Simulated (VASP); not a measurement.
# PdRh4 in VASP: single point with PBEsol

Aim: the single point of PdRh4 with PBEsol.

Everything below comes from runs of VASP 6.6.1. Logs are shortened: lines on timing, memory, paths and dates and some standing lists are left out, and cuts for length are marked.

### Step 1. The cell of the first run

The cell holds a slab with vacuum, 5 atoms: a = 2.673 Å, b = 3.781 Å, c = 21.347 Å, α = 90.00°, β = 90.00°, γ = 90.00°.

### Step 2. Single point, PBEsol

INCAR reads:

```
SYSTEM = PdRh4
PREC     = Accurate       ! precision mode
ENCUT    = 520            ! plane-wave cutoff, eV
EDIFF    = 1E-7           ! SCF threshold, eV
ISMEAR   = -1             ! smearing method
SIGMA    = 0.08           ! smearing width, eV
LREAL    = .False.        ! projectors in reciprocal space
LASPH    = .True.         ! aspherical terms in the spheres
NELM     = 80             ! most SCF steps
ALGO     = Normal         ! electronic algorithm
ISIF     = 2              ! what is computed and relaxed
LWAVE    = .False.        ! write WAVECAR
LCHARG   = .True.         ! write CHGCAR
LDIPOL   = .True.       
IDIPOL   = 3            
DIPOL    = 0.5 0.5 0.500
GGA      = PS             ! functional
LELF     = .True.         ! ELF
LVHAR    = .True.       
LVACPOTAV= .True.       
NBANDS   = 43             ! bands
```

KPOINTS reads:

```
regular mesh
0
Gamma
  14 10 1
  0 0 0
```

POSCAR reads:

```
PdRh4
1.0
    2.6734833388      0.0000000000      0.0000000000
    0.0000000000      3.7808763964      0.0000000000
    0.0000000000      0.0000000000     21.3470000000
Rh Pd
4 1
Direct
    0.0000000000      0.0000000000      0.3802675168
    0.5000000000      0.5000000000      0.4352750531
    0.5000000000      0.5000000000      0.5647249465
    0.0000000000      0.0000000000      0.6197324834
    0.0000000000      0.0000000000      0.5000000000
```

Potentials or basis: VASP PAW PBE potentials, release 64 (Rh_pv, Pd).

Command:

```console
$ cat potpaw_PBE.64/Rh_pv/POTCAR potpaw_PBE.64/Pd/POTCAR > POTCAR
$ mpirun -np 1 vasp_std > vasp.out
```

OUTCAR:

```text
SYSTEM = PdRh4
   PREC = Accurate
   ENCUT = 520
   EDIFF = 1E-7
   ISMEAR = -1
   LREAL = .False.
   LASPH = .True.
   NELM = 80
   ISIF = 2
   GGA = PS

 ion  position               nearest neighbor table
   1  0.000  0.000  0.380-   5 2.56   2 2.60   2 2.60   2 2.60   2 2.60
   2  0.500  0.500  0.435-   1 2.60   1 2.60   1 2.60   1 2.60   5 2.70   5 2.70   5 2.70   5 2.70
                             3 2.76
   3  0.500  0.500  0.565-   4 2.60   4 2.60   4 2.60   4 2.60   5 2.70   5 2.70   5 2.70   5 2.70
                             2 2.76
   4  0.000  0.000  0.620-   5 2.56   3 2.60   3 2.60   3 2.60   3 2.60
   5  0.000  0.000  0.500-   1 2.56   4 2.56   3 2.70   3 2.70   3 2.70   3 2.70   2 2.70   2 2.70
                             2 2.70   2 2.70

  LATTYP: Found a simple orthorhombic cell.
 ALAT       =     2.6734833388
 B/A-ratio  =     1.4142135623
 C/A-ratio  =     7.9847140583

  Lattice vectors:

 A1 = (   2.6734833388,   0.0000000000,   0.0000000000)
 A2 = (   0.0000000000,   3.7808763964,   0.0000000000)
 A3 = (   0.0000000000,   0.0000000000,  21.3470000000)

Analysis of symmetry for initial positions (statically):
=====================================================================
 Subroutine PRICEL returns:
 Original cell was already a primitive cell.

 Routine SETGRP: Setting up the symmetry group for a
 simple orthorhombic supercell.

 Subroutine GETGRP returns: Found  8 space group operations
 (whereof  8 operations were pure point group operations)
 out of a pool of  8 trial point group operations.

The static configuration has the point symmetry D_2h.

Analysis of symmetry for dynamics (positions and initial velocities):
=====================================================================
 Subroutine PRICEL returns:
 Original cell was already a primitive cell.

 Routine SETGRP: Setting up the symmetry group for a
 simple orthorhombic supercell.

 Subroutine GETGRP returns: Found  8 space group operations
 (whereof  8 operations were pure point group operations)
 out of a pool of  8 trial point group operations.

The dynamic configuration has the point symmetry D_2h.

 Subroutine INISYM returns: Found  8 space group operations
 (whereof  8 operations are pure point group operations),
 and found     1 'primitive' translations

----------------------------------------------------------------------------------------

                                     Primitive cell

  volume of cell :     215.7778

[... 99 lines left out ...]
   NFREE  =      0    steps in history (QN), initial steepest desc. (CG)
   ISIF   =      2    stress and relaxation
   ISYM   =      2    0-nonsym 1-usesym 2-fastsym
   POTIM  = 0.5000    time-step for ionic-motion
   TEBEG  =    0.0;   TEEND  =   0.0 temperature during run
   PSTRESS=    0.0 pullay stress
   NELECT =      70.0000    total number of electrons
   NUPDOWN=      -1.0000    fix difference up-down
   EMIN   =  10.00;   EMAX   =-10.00  energy-range for DOS
   EFERMI =   0.00;   METHOD = LEGACY
   ISMEAR =    -1;   SIGMA  =   0.08  broadening in eV -4-tet -1-fermi 0-gaus
   EFERMI_NEDOS =   21; number of points for ismear=-14 and -15
   IALGO  =     38    algorithm
   IMIX   =      4    mixing-type and parameters
     AMIX     =   0.40;   BMIX     =  1.00
     AMIX_MAG =   1.60;   BMIX_MAG =  1.00
  volume/ion in A,a.u.               =      43.16       291.23
  Fermi-wavevector in a.u.,A,eV,Ry     =   1.124878  2.125710 17.216124  1.265349
  Thomas-Fermi vector in A             =   2.261552
   LORBIT       =      0    0 simple, 1 ext, 2 COOP (PROOUT), +10 PAW based schemes
   GGA     = PS    functional components
   LHFCALC =     F    Hartree Fock is set to
   AEXX    =    0.0000 exact exchange contribution
   IVDW    =     0    specifies the selected vdW correction
   LEPSILON=     F    determine dielectric tensor
   LRPA    =     F    only Hartree local field effects (RPA)
 non-spin polarized calculation
  energy-cutoff  :      520.00
  volume of cell :      215.78
 maximum number of plane-waves:      5912
 NGX is ok and might be reduce to    20
   NGX =  9   NGY = 15   NGZ = 79

 number of electron      70.0000003 magnetization

 dipolmoment           0.000000      0.000000      0.000000 electrons x Angstroem

 Free energy of the ion-electron system (eV)
  ---------------------------------------------------
  ext. energy  EPLUGINS =         0.00000000
  ---------------------------------------------------
  free energy    TOTEN  =       -34.76194061 eV

  energy without entropy =      -34.55232701  energy(sigma->0) =      -34.65713381

 E-fermi :   0.4886     XC(G=0):  -5.3758

 val. band max:        0.4879876779   @ k =   0.3571   0.1000   0.0000
 cond. band min:       0.4911195859   @ k =   0.0714   0.2000   0.0000
 fundamental gap:      0.0031319081
 Fermi energy:         0.4885912015

 k-point     1 :       0.0000    0.0000    0.0000
  band No.  band energies     occupation
      1     -46.2451      2.00000
      2     -46.2356      2.00000
      3     -45.9889      2.00000
      4     -45.9228      2.00000
      5     -45.9122      2.00000
      6     -45.8459      2.00000
[... 1093 lines left out ...]
     42       5.6097      0.00000
     43       7.3253      0.00000

 [... further k-points ...]

------------------------ aborting loop because EDIFF is reached ----------------------------------------

  FORCE on cell =-STRESS in cart. coord.  units (eV):
  Direction    XX          YY          ZZ          XY          YZ          ZX
  --------------------------------------------------------------------------------------
  -------------------------------------------------------------------------------------
  Total       -1.9716075     -0.9780614      1.9551973      0.0000000      0.0000000      0.0000000
  in kB      -14.6394319     -7.2622285     14.5175843      0.0000000      0.0000000      0.0000000
  external PRESSURE =      -2.4613587 kB  Pullay stress =       0.0000000 kB

 VOLUME and BASIS-vectors are now :
 -----------------------------------------------------------------------------
  energy-cutoff  :      520.00
  volume of cell :      215.78
      direct lattice vectors                 reciprocal lattice vectors
     2.673483339  0.000000000  0.000000000     0.374043850  0.000000000  0.000000000
     0.000000000  3.780876396  0.000000000     0.000000000  0.264488943  0.000000000
     0.000000000  0.000000000 21.347000000     0.000000000  0.000000000  0.046844990

 POSITION                                       TOTAL-FORCE (eV/Angst)
 -----------------------------------------------------------------------------------
      0.00000      0.00000      8.11757        -0.000000     -0.000000      0.019129
      1.33674      1.89044      9.29182        -0.000000      0.000000     -0.759105
      1.33674      1.89044     12.05518         0.000000      0.000000      0.759105
      0.00000      0.00000     13.22943        -0.000000      0.000000     -0.019129
      0.00000      0.00000     10.67350        -0.000000      0.000000     -0.000000
 -----------------------------------------------------------------------------------
    total drift:                               -0.000000      0.000000      0.000013

  FREE ENERGIE OF THE ION-ELECTRON SYSTEM (eV)
  ---------------------------------------------------
  free  energy   TOTEN  =       -34.7619406094 eV

  energy  without entropy=      -34.5523270052  energy(sigma->0) =      -34.65713381

 vacuum level on the upper side and lower side of the slab         5.230         5.230
```

stdout:

```text
POSCAR found type information on POSCAR RhPd
 POSCAR found :  2 types and       5 ions
 scaLAPACK will be used
 -----------------------------------------------------------------------------
[... 23 lines left out ...]
|     Did not find any points to average over, which means that no vacuum     |
|     field-free region was found. Please increase the size of  your cell     |
|     in the dimension of the dipole correction to obtain accurate            |
|     workfunction values.                                                    |
|                                                                             |
 -----------------------------------------------------------------------------
```

It took 14 min on 1 thread of Oxide Virtual Turin-like, shared host; peak memory 0.48 GiB.

What came out:

| Item | Value |
| --- | --- |
| Free energy | -34.7619 eV |
| Largest force | 0.759 eV/Å |
| Band gap on the k mesh | zero (bands 35 and 36 overlap by 0.96 eV) |

Forces in eV/Å, atoms in the order of the input:
```
Rh   0.000  0.000  0.019
Rh   0.000  0.000 -0.759
Rh   0.000  0.000  0.759
Rh   0.000  0.000 -0.019
Pd   0.000  0.000  0.000
```

Caveat: the PAW data sets were made with another functional, which shifts forces and pressure a little.
